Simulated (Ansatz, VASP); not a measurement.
# Two plane-wave programs on SnPb2O3

```
Sn Pb O
1.0
     5.85481    0.00000    0.00000
    -2.92741    5.07042    0.00000
     0.00000    0.00000    3.80695
Sn Pb O
1 2 3
Direct
  0.00000 0.00000 0.00000
  0.66667 0.33333 0.00000
  0.33333 0.66667 0.00000
  0.50000 0.00000 0.50000
  0.00000 0.50000 0.50000
  0.50000 0.50000 0.50000
```

Change from the starting cell: species swapped into the NdSi2Rh3 type (P6/mmm, No. 191).

Alike in both runs: task relaxation of cell and atoms; functional PBE; k mesh 6 × 6 × 10; occupations gaussian, width 0.1 eV; no spin polarisation.

|  | VASP | Ansatz |
| --- | --- | --- |
| version | VASP 6.6.1 | Ansatz 0.2.0 |
| potentials or method | VASP PAW PBE potentials, release 64 (Sn_d, Pb_d, O), cutoff 600 eV | scalar-relativistic, plane waves, PAW |
| valence electrons in the cell | 60 | 60 |

|  | VASP | Ansatz | Ansatz less VASP |
| --- | --- | --- | --- |
| gap on the k mesh at the Fermi level, each at its own relaxed structure (eV) | none | none | - |
| relaxed volume (Å³/atom) | 18.99 | 19.00 | +0.015 |
| relaxed cell length with the largest relative difference (Å) | 6.366 | 6.369 | +0.0034 |

A gap of «none» marks a metal or a gap that the smearing closes.

Spin-orbit coupling is off throughout.
